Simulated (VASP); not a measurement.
# C (a cell with a defect) in VASP: notebook, part 2 of 3

VASP 6.6.1.

### Step 4. Single point, PBE

File INCAR:

```
SYSTEM = C
ALGO = Normal ; EDIFF = 1E-7
ENCUT = 520 ; GGA = PE
ISIF = 2 ; ISMEAR = 0
LASPH = .True. ; LCHARG = .True.
LELF = .True. ; LREAL = Auto
LVHAR = .True. ; LWAVE = .False.
NBANDS = 43 ; NELM = 80
PREC = Accurate ; SIGMA = 0.05
```

File KPOINTS:

```
k-points
0
Gamma
  6 6 6
  0 0 0
```

File POSCAR:

```
C
1.0
    3.5715485858      0.0000000000     -3.5715485858
    0.0000000000      3.5715485858     -3.5715485858
    3.5715485858      3.5715485858      0.0000000000
C
15
Direct
    0.2500000000      0.2500000000      0.2500000000
    0.2500000000      0.7500000000      0.7500000000
    0.2500000000      0.7500000000      0.2500000000
    0.7500000000      0.2500000000      0.7500000000
    0.7500000000      0.2500000000      0.2500000000
    0.7500000000      0.7500000000      0.7500000000
    0.7500000000      0.7500000000      0.2500000000
    0.1250000000      0.1250000000      0.1250000000
    0.1250000000      0.1250000000      0.6250000000
    0.1250000000      0.6250000000      0.1250000000
    0.0449860239      0.6250000000      0.6650069881
    0.6250000000      0.1250000000      0.1250000000
    0.6250000000      0.1250000000      0.6250000000
    0.6250000000      0.6250000000      0.1250000000
    0.6250000000      0.6250000000      0.6250000000
```

Potentials or basis: VASP PAW PBE potentials, release 64 (C).

On the command line:

```bash
$ cat potpaw_PBE.64/C/POTCAR > POTCAR
$ mpirun -np 1 vasp_std > vasp.out
```

OUTCAR:

```text
SYSTEM = C
   EDIFF = 1E-7
   ENCUT = 520
   GGA = PE
   ISIF = 2
   ISMEAR = 0
   LASPH = .True.
   LREAL = Auto
   NELM = 80
   PREC = Accurate

 ion  position               nearest neighbor table
   1  0.250  0.250  0.250-   8 1.55   9 1.55  10 1.55  12 1.55
   2  0.250  0.750  0.750-   9 1.55  10 1.55  15 1.55  11 1.74
   3  0.250  0.750  0.250-   8 1.55  10 1.55  14 1.55  11 1.74
   4  0.750  0.250  0.750-   9 1.55  12 1.55  13 1.55  15 1.55
   5  0.750  0.250  0.250-   8 1.55  12 1.55  13 1.55  14 1.55
   6  0.750  0.750  0.750-  11 1.22  13 1.55  14 1.55  15 1.55
   7  0.750  0.750  0.250-  10 1.55  12 1.55  14 1.55  15 1.55
   8  0.125  0.125  0.125-   1 1.55   3 1.55   5 1.55
   9  0.125  0.125  0.625-   1 1.55   2 1.55   4 1.55
  10  0.125  0.625  0.125-   1 1.55   2 1.55   3 1.55   7 1.55
  11  0.045  0.625  0.665-   6 1.22   2 1.74   3 1.74
  12  0.625  0.125  0.125-   1 1.55   4 1.55   5 1.55   7 1.55
  13  0.625  0.125  0.625-   4 1.55   5 1.55   6 1.55
  14  0.625  0.625  0.125-   3 1.55   5 1.55   6 1.55   7 1.55
  15  0.625  0.625  0.625-   2 1.55   4 1.55   6 1.55   7 1.55

  LATTYP: Found a face centered cubic cell.
 ALAT       =     7.1430971716

  Lattice vectors:

 A1 = (   3.5715485858,   0.0000000000,  -3.5715485858)
 A2 = (   0.0000000000,   3.5715485858,  -3.5715485858)
 A3 = (   3.5715485858,   3.5715485858,   0.0000000000)

Analysis of symmetry for initial positions (statically):
=====================================================================
 Subroutine PRICEL returns:
 Original cell was already a primitive cell.

 Routine SETGRP: Setting up the symmetry group for a
 face centered cubic supercell.

 Subroutine GETGRP returns: Found  2 space group operations
 (whereof  2 operations were pure point group operations)
 out of a pool of 48 trial point group operations.

The static configuration has the point symmetry C_1h.

Analysis of symmetry for dynamics (positions and initial velocities):
=====================================================================
 Subroutine PRICEL returns:
 Original cell was already a primitive cell.

 Routine SETGRP: Setting up the symmetry group for a
 face centered cubic supercell.

 Subroutine GETGRP returns: Found  2 space group operations
 (whereof  2 operations were pure point group operations)
 out of a pool of 48 trial point group operations.

The dynamic configuration has the point symmetry C_1h.

 Subroutine INISYM returns: Found  2 space group operations
 (whereof  2 operations are pure point group operations),
 and found     1 'primitive' translations

----------------------------------------------------------------------------------------

                                     Primitive cell

  volume of cell :      91.1171

  direct lattice vectors                    reciprocal lattice vectors
     3.571548586  0.000000000 -3.571548586     0.139995296 -0.139995296 -0.139995296
     0.000000000  3.571548586 -3.571548586    -0.139995296  0.139995296 -0.139995296
[... 95 lines left out ...]
   total plane-waves  NPLWV =  64000
   dimension x,y,z NGX =    40 NGY =   40 NGZ =   40
   dimension x,y,z NGXF=    80 NGYF=   80 NGZF=   80
   ions per type =              15
   NGX,Y,Z   is equivalent  to a cutoff of  13.17, 13.17, 13.17 a.u.
   NGXF,Y,Z  is equivalent  to a cutoff of  26.33, 26.33, 26.33 a.u.
 SYSTEM =  C
   PREC   = accura    normal or accurate (medium, high low for compatibility)
   ISTART =      0    job   : 0-new  1-cont  2-samecut
   ICHARG =      2    charge: 1-file 2-atom 10-const
   ISPIN  =      1    spin polarized calculation?
   LNONCOLLINEAR =      F non collinear calculations
   LSORBIT =      F    spin-orbit coupling
   LASPH  =      T    aspherical Exc in radial PAW
   ENCUT  =  520.0 eV  38.22 Ry    6.18 a.u.   9.39  9.39  9.39*2*pi/ulx,y,z
   NELM   =     80;   NELMIN=  2; NELMDL= -5     # of ELM steps
   EDIFF  = 0.1E-06   stopping-criterion for ELM
   LREAL  =      T    real-space projection
   EDIFFG = 0.1E-05   stopping-criterion for IOM
   NSW    =      0    number of steps for IOM
   IBRION =     -1    ionic relax: 0-MD 1-quasi-New 2-CG
   NFREE  =      0    steps in history (QN), initial steepest desc. (CG)
   ISIF   =      2    stress and relaxation
   ISYM   =      2    0-nonsym 1-usesym 2-fastsym
   POTIM  = 0.5000    time-step for ionic-motion
   TEBEG  =    0.0;   TEEND  =   0.0 temperature during run
   PSTRESS=    0.0 pullay stress
   NELECT =      60.0000    total number of electrons
   NUPDOWN=      -1.0000    fix difference up-down
   EMIN   =  10.00;   EMAX   =-10.00  energy-range for DOS
   EFERMI =   0.00;   METHOD = LEGACY
   ISMEAR =     0;   SIGMA  =   0.05  broadening in eV -4-tet -1-fermi 0-gaus
   EFERMI_NEDOS =   21; number of points for ismear=-14 and -15
   IALGO  =     38    algorithm
   IMIX   =      4    mixing-type and parameters
     AMIX     =   0.40;   BMIX     =  1.00
     AMIX_MAG =   1.60;   BMIX_MAG =  1.00
  volume/ion in A,a.u.               =       6.07        40.99
  Fermi-wavevector in a.u.,A,eV,Ry     =   1.424269  2.691478 27.599992  2.028542
  Thomas-Fermi vector in A             =   2.544778
   LORBIT       =      0    0 simple, 1 ext, 2 COOP (PROOUT), +10 PAW based schemes
   GGA     = PE    functional components
   LHFCALC =     F    Hartree Fock is set to
   AEXX    =    0.0000 exact exchange contribution
   IVDW    =     0    specifies the selected vdW correction
   LEPSILON=     F    determine dielectric tensor
   LRPA    =     F    only Hartree local field effects (RPA)
 non-spin polarized calculation
 Gauss-broadening in eV      SIGMA  =   0.05
  energy-cutoff  :      520.00
  volume of cell :       91.12
 maximum number of plane-waves:      2475
 NGX is ok and might be reduce to    40
   NGX = 19   NGY = 19   NGZ = 19

 number of electron      59.9999996 magnetization

 Free energy of the ion-electron system (eV)
  ---------------------------------------------------
  ext. energy  EPLUGINS =         0.00000000
  ---------------------------------------------------
  free energy    TOTEN  =      -127.72030332 eV

  energy without entropy =     -127.71706179  energy(sigma->0) =     -127.71868256

 E-fermi :   9.6423     XC(G=0): -12.9140

 val. band max:        9.6416439178   @ k =  -0.1667   0.1667   0.0000
 cond. band min:       9.6490472034   @ k =   0.5000  -0.3333   0.3333
 fundamental gap:      0.0074032856
 Fermi energy:         9.6422991837

 k-point     1 :       0.0000    0.0000    0.0000
  band No.  band energies     occupation
      1     -12.3763      2.00000
      2      -7.9425      2.00000
      3      -6.7553      2.00000
      4      -6.5870      2.00000
      5      -6.0012      2.00000
      6      -4.7020      2.00000
[... 1069 lines left out ...]
     41      17.5147      0.00000
     42      17.8894      0.00000

 [... further k-points ...]

 [bands above 42 left out]

------------------------ aborting loop because EDIFF is reached ----------------------------------------

  FORCE on cell =-STRESS in cart. coord.  units (eV):
  Direction    XX          YY          ZZ          XY          YZ          ZX
  --------------------------------------------------------------------------------------
  -------------------------------------------------------------------------------------
  Total        5.2871828      5.2871828     -4.2942882     -6.3346907      5.4179343     -5.4179368
  in kB       92.9683716     92.9683716    -75.5095863   -111.3874637     95.2674703    -95.2675146
  external PRESSURE =      36.8090523 kB  Pullay stress =       0.0000000 kB

 VOLUME and BASIS-vectors are now :
 -----------------------------------------------------------------------------
  energy-cutoff  :      520.00
  volume of cell :       91.12
      direct lattice vectors                 reciprocal lattice vectors
     3.571548586  0.000000000 -3.571548586     0.139995296 -0.139995296 -0.139995296
     0.000000000  3.571548586 -3.571548586    -0.139995296  0.139995296 -0.139995296
     3.571548586  3.571548586  0.000000000     0.139995296  0.139995296  0.139995296

 POSITION                                       TOTAL-FORCE (eV/Angst)
 -----------------------------------------------------------------------------------
      1.78577      1.78577     -1.78577        -0.075783      0.075783     -0.749191
      3.57155      5.35732     -3.57155        -0.121092      1.196811      1.294667
      1.78577      3.57155     -3.57155        -1.196811      0.121092      1.294667
      5.35732      3.57155     -3.57155         0.070753      0.542500      0.087179
      3.57155      1.78577     -3.57155        -0.542500     -0.070753      0.087179
      5.35732      5.35732     -5.35732        -8.123821      8.123821      8.100552
      3.57155      3.57155     -5.35732         0.071479     -0.071479     -0.219765
      0.89289      0.89289     -0.89289         1.921703      1.701600      1.789065
      2.67866      2.67866     -0.89289        -1.701600     -1.921703      1.789065
      0.89289      2.67866     -2.67866         0.076738     -0.076738     -0.450226
      2.53577      4.60732     -2.39289         9.430939     -9.430939    -14.337124
      2.67866      0.89289     -2.67866        -0.005452      0.005452      0.033217
      4.46444      2.67866     -2.67866         1.254378     -1.254378     -1.701738
      2.67866      2.67866     -4.46444         0.534202      1.593134      1.491227
      4.46444      4.46444     -4.46444        -1.593134     -0.534202      1.491227
 -----------------------------------------------------------------------------------
    total drift:                               -0.001566      0.001566      0.005004

  FREE ENERGIE OF THE ION-ELECTRON SYSTEM (eV)
  ---------------------------------------------------
  free  energy   TOTEN  =      -127.7203033196 eV

  energy  without entropy=     -127.7170617918  energy(sigma->0) =     -127.71868256
```

Run time: 20 min. Hardware: 1 thread of Intel Xeon 8259CL, shared host; peak memory 0.33 GiB.

What came out:

```
Free energy            : -127.7203 eV
Pressure               : 3.7 GPa
Largest force          : 19.582 eV/Å
Band gap on the k mesh : zero (bands 30 and 31 overlap by 1.59 eV)
```

Forces on the atoms (eV/Å):
```
C    -0.076   0.076  -0.749
C    -0.121   1.197   1.295
C    -1.197   0.121   1.295
C     0.071   0.542   0.087
C    -0.542  -0.071   0.087
C    -8.124   8.124   8.101
C     0.071  -0.071  -0.220
C     1.922   1.702   1.789
C    -1.702  -1.922   1.789
C     0.077  -0.077  -0.450
C     9.431  -9.431 -14.337
C    -0.005   0.005   0.033
C     1.254  -1.254  -1.702
C     0.534   1.593   1.491
C    -1.593  -0.534   1.491
```

Levels at points of the mesh, in eV from the Fermi level:
| k point | band 28 | band 29 | band 30 | band 31 | band 32 | band 33 |
| --- | --- | --- | --- | --- | --- | --- |
| (0.00, 0.00, 0.00) | -1.94 | -1.54 | 1.34 | 1.65 | 1.96 | 3.11 |
| (0.50, 0.00, 0.00) | -2.94 | -2.90 | -2.14 | 1.24 | 1.36 | 5.05 |
| (0.00, 0.50, 0.00) | -3.30 | -1.69 | -1.41 | 0.87 | 1.31 | 3.95 |
| (0.00, 0.00, 0.50) | -2.58 | -2.56 | -1.95 | 0.64 | 1.39 | 3.98 |
| (0.50, 0.50, 0.00) | -3.09 | -2.76 | -1.64 | -0.04 | 0.44 | 4.06 |
| (0.00, 0.50, 0.50) | -3.88 | -2.65 | -2.13 | 0.13 | 1.05 | 3.26 |

Caveat: the cell differs from its parent crystal (atoms taken out, atom 11 moved 0.000 of the way to it and +0.350 Å across, host rigid).

(Part 2 of 3 ends here.)

The gap in the log of VASP goes by the Fermi energy; the results here count the filled bands.